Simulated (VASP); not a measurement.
# TePb (Cmcm) in VASP: a series of runs, part 3 of 3

VASP 6.6.1.

## (6) Relaxation of cell and atoms, PBE

This run uses another cell than the first one, of 35.50 Å³/atom.

Input file INCAR:

```
SYSTEM = TePb
PREC     = Accurate       ! precision mode
ENCUT    = 500            ! plane-wave cutoff, eV
EDIFF    = 1E-7           ! SCF threshold, eV
ISMEAR   = 0              ! smearing method
SIGMA    = 0.02           ! smearing width, eV
LREAL    = .FALSE.        ! projectors in reciprocal space
LASPH    = .TRUE.         ! aspherical terms in the spheres
NELM     = 120            ! most SCF steps
ALGO     = Normal         ! electronic algorithm
ISIF     = 3              ! what is computed and relaxed
LWAVE    = .FALSE.        ! write WAVECAR
LCHARG   = .FALSE.        ! write CHGCAR
GGA      = PE             ! functional
IBRION   = 2              ! ionic algorithm
NSW      = 100            ! ionic steps
EDIFFG   = -0.01          ! ionic threshold
GGA_COMPAT= .FALSE.      
NELMIN   = 4
```

Input file KPOINTS:

```
regular mesh
0
G
  6 6 6
  0 0 0
```

Input file POSCAR:

```
TePb
1.0
    2.2941420962     -6.4972293892      0.0000000000
    2.2941420962      6.4972293892      0.0000000000
    0.0000000000      0.0000000000      4.7638437780
Te Pb
2 2
Direct
    0.8698631039      0.1301368961      0.7500000000
    0.1301368961      0.8698631039      0.2500000000
    0.6368770139      0.3631229861      0.7500000000
    0.3631229861      0.6368770139      0.2500000000
```

Potentials or basis: VASP PAW PBE potentials, release 64 (Te, Pb_d).

Launch:

```console
$ cat potpaw_PBE.64/Te/POTCAR potpaw_PBE.64/Pb_d/POTCAR > POTCAR
$ mpirun -np 1 vasp_std > vasp.out
```

OUTCAR:

```text
SYSTEM = TePb
   PREC = Accurate
   ENCUT = 500
   EDIFF = 1E-7
   ISMEAR = 0
   LREAL = .FALSE.
   LASPH = .TRUE.
   NELM = 120
   ISIF = 3
   GGA = PE
   IBRION = 2
   NSW = 100
   EDIFFG = -0.01
   NELMIN = 4

 ion  position               nearest neighbor table
   1  0.870  0.130  0.750-   3 3.03   4 3.31   4 3.31   4 3.31   4 3.31
   2  0.130  0.870  0.250-   4 3.03   3 3.31   3 3.31   3 3.31   3 3.31
   3  0.637  0.363  0.750-   1 3.03   2 3.31   2 3.31   2 3.31   2 3.31
   4  0.363  0.637  0.250-   2 3.03   1 3.31   1 3.31   1 3.31   1 3.31

  LATTYP: Found a base centered orthorhombic cell.
 ALAT       =     4.5882841924
 B/A-ratio  =     2.8320954486
 C/A-ratio  =     1.0382625788

  Lattice vectors:

 A1 = (   2.2941420962,  -6.4972293892,   0.0000000000)
 A2 = (   2.2941420962,   6.4972293892,   0.0000000000)
 A3 = (   0.0000000000,   0.0000000000,   4.7638437780)

Analysis of symmetry for initial positions (statically):
=====================================================================
 Subroutine PRICEL returns:
 Original cell was already a primitive cell.

 Routine SETGRP: Setting up the symmetry group for a
 base centered orthorhombic supercell.

[... 280 lines left out ...]
  ---------------------------------------------------
  free  energy   TOTEN  =       -14.8309117488 eV

  energy  without entropy=      -14.8309117488  energy(sigma->0) =      -14.83091175

[... ionic steps 4 to 7 ...]

--------------------------------------- Ionic step        8  -------------------------------------------

 number of electron      40.0000003 magnetization

------------------------ aborting loop because EDIFF is reached ----------------------------------------
[... 71 lines left out ...]
--------------------------------------- Ionic step       10  -------------------------------------------

 number of electron      39.9999996 magnetization

 Free energy of the ion-electron system (eV)
  ---------------------------------------------------
  ext. energy  EPLUGINS =         0.00000000
  ---------------------------------------------------
  free energy    TOTEN  =       -14.83219588 eV

  energy without entropy =      -14.83219588  energy(sigma->0) =      -14.83219588

 E-fermi :   4.8975     XC(G=0):  -9.0430

 val. band max:        4.7872832063   @ k =   0.0000   0.0000   0.5000
 cond. band min:       5.6811882677   @ k =   0.3333   0.3333   0.0000
 fundamental gap:      0.8939050614
 Fermi energy:         4.8974753929

 k-point     1 :       0.0000    0.0000    0.0000
  band No.  band energies     occupation
      1     -11.7857      2.00000
      2     -11.7476      2.00000
      3     -11.7474      2.00000
      4     -11.7447      2.00000
      5     -11.7383      2.00000
      6     -11.7351      2.00000
[... 637 lines left out ...]
     23       7.6713      0.00000
     24       8.3129      0.00000

 [... further k-points ...]

------------------------ aborting loop because EDIFF is reached ----------------------------------------

  FORCE on cell =-STRESS in cart. coord.  units (eV):
  Direction    XX          YY          ZZ          XY          YZ          ZX
  --------------------------------------------------------------------------------------
  -------------------------------------------------------------------------------------
  Total       -0.0195185      0.0213500     -0.0288718      0.0000000      0.0000000      0.0000000
  in kB       -0.2184714      0.2389714     -0.3231634      0.0000000      0.0000000      0.0000000
  external PRESSURE =      -0.1008878 kB  Pullay stress =       0.0000000 kB
[... 19 lines left out ...]
  FREE ENERGIE OF THE ION-ELECTRON SYSTEM (eV)
  ---------------------------------------------------
  free  energy   TOTEN  =       -14.8321958807 eV

  energy  without entropy=      -14.8321958807  energy(sigma->0) =      -14.83219588

 reached required accuracy - stopping structural energy minimisation
```

OSZICAR:

```text
N       E                     dE             d eps       ncg     rms          rms(c)
DAV:   1     0.374918363412E+03    0.37492E+03   -0.17912E+04  2496   0.159E+03
DAV:   2     0.224719729199E+02   -0.35245E+03   -0.34863E+03  2584   0.406E+02
DAV:   3    -0.137883374953E+02   -0.36260E+02   -0.35302E+02  3224   0.146E+02
[... 87 lines left out ...]
DAV:   3    -0.148322063312E+02    0.20800E-03   -0.33438E-04  3728   0.181E-01    0.207E-02
DAV:   4    -0.148321950972E+02    0.11234E-04   -0.70491E-05  3808   0.742E-02    0.484E-03
DAV:   5    -0.148321957930E+02   -0.69577E-06   -0.54781E-06  2912   0.241E-02    0.286E-03
DAV:   6    -0.148321959256E+02   -0.13260E-06   -0.29516E-07  2488   0.594E-03    0.709E-04
DAV:   7    -0.148321958807E+02    0.44890E-07   -0.57736E-08  1728   0.341E-03
  10 F= -.14832196E+02 E0= -.14832196E+02  d E =-.982050E-04
```

CONTCAR:

```text
TePb
   1.00000000000000
     2.2898813548662300   -6.5848717208283745    0.0000000000000000
     2.2898813548662300    6.5848717208283745   -0.0000000000000000
     0.0000000000000000   -0.0000000000000000    4.7464822129618671
  Te              Pb
     2     2
Direct
     0.8710956052576847    0.1289043947423154    0.7500000000000000
     0.1289043947423154    0.8710956052576847    0.2500000000000000
     0.6398106104552961    0.3601893895447040    0.7500000000000000
     0.3601893895447040    0.6398106104552961    0.2500000000000000

  0.00000000E+00  0.00000000E+00  0.00000000E+00
  0.00000000E+00  0.00000000E+00  0.00000000E+00
  0.00000000E+00  0.00000000E+00  0.00000000E+00
  0.00000000E+00  0.00000000E+00  0.00000000E+00
```

It took 16 min on 1 thread of Intel Xeon Platinum 8488C (Sapphire Rapids), shared host; peak memory 0.4 GiB.

Results:

- Free energy: -14.8322 eV
- Relaxed volume: 35.79 Å³/atom
- Relaxed cell: a = 6.972 Å, b = 6.972 Å, c = 4.746 Å, α = 90.00°, β = 90.00°, γ = 141.65°
- Space group after relaxing (to 0.1 Å): Cmcm (No. 63)
- Energy gained by relaxing: 0.8 meV/atom
- Ionic steps: 10
- Pressure after relaxing: 0.0 GPa
- Band gap on the k mesh: 0.89 eV (least direct gap 1.22 eV)

Forces on the atoms (eV/Å):
```
Te   0.000 -0.003  0.000
Te   0.000  0.003  0.000
Pb   0.000  0.002  0.000
Pb   0.000 -0.002  0.000
```

Step by step:
```csv
step,energy change (eV),largest force (eV/Å),pressure (GPa),volume (Å³)
1,0.0000,0.0641,0.05,142.02
2,-0.0019,0.0284,-0.04,142.22
3,-0.0019,0.0307,-0.04,142.23
4,-0.0020,0.0251,0.02,142.05
5,-0.0021,0.0224,0.05,141.95
6,-0.0022,0.0211,0.04,142.01
7,-0.0024,0.0179,0.03,142.18
8,-0.0028,0.0111,0.00,142.52
9,-0.0031,0.0050,-0.05,143.19
10,-0.0032,0.0028,-0.01,143.14
```

Final structure:
```yaml
crystal:
  lattice:
    - [2.28988, -6.58487, 0.00000]
    - [2.28988, 6.58487, 0.00000]
    - [0.00000, 0.00000, 4.74648]
  atoms:
    - { symbol: Te, position: [0.87110, 0.12890, 0.75000] }
    - { symbol: Te, position: [0.12890, 0.87110, 0.25000] }
    - { symbol: Pb, position: [0.63981, 0.36019, 0.75000] }
    - { symbol: Pb, position: [0.36019, 0.63981, 0.25000] }
```

Caveat: spin-orbit coupling is left out, which moves the levels of the heavy elements. A k mesh can miss the band edges.

## (7) The runs side by side

```csv
task,cell,k mesh,smearing,gap on the mesh (eV),pressure (GPa),relaxed volume (Å³/atom),largest force (eV/Å)
single point,"a = 6.676, b = 6.676, c = 4.700 Å, angles 90.0, 90.0, 138.5°, 4 atoms, atomic positions A",4 × 4 × 4,gaussian 0.1 eV,none,4.2,-,3.46
single point,"a = 6.890, b = 6.890, c = 4.764 Å, angles 90.0, 90.0, 141.1°, 4 atoms, atomic positions B",4 × 4 × 4,gaussian 0.1 eV,1.09,0.0,-,0.01
relaxation of cell and atoms,"relaxed from a = 6.676, b = 6.676, c = 4.700 Å, angles 90.0, 90.0, 138.5°, 4 atoms, atomic positions A",4 × 4 × 4,gaussian 0.1 eV,1.05,-0.1,35.80,0.01
single point,"a = 6.987, b = 6.987, c = 4.745 Å, angles 90.0, 90.0, 141.7°, 4 atoms, atomic positions C",6 × 6 × 6,gaussian 0.02 eV,0.90,0.0,-,-
relaxation of cell and atoms,"relaxed from a = 6.890, b = 6.890, c = 4.764 Å, angles 90.0, 90.0, 141.1°, 4 atoms, atomic positions B",6 × 6 × 6,gaussian 0.02 eV,0.89,0.0,35.79,-
```

Alike in all rows: level PBE; potentials or basis VASP PAW PBE potentials, release 64 (Te, Pb_d); no spin polarisation; cutoff (eV) 500.

Caveats: spin-orbit coupling is left out, which moves the levels of the heavy elements; the cell stands under pressure (at least some runs); semilocal functionals underestimate gaps, so a narrow gap can read as zero (at least some runs); forces of over 1 eV/Å act on the atoms, so gaps and moduli don't describe the material at rest (at least some runs).

Absolute energies hang on the potentials; compare differences alone.
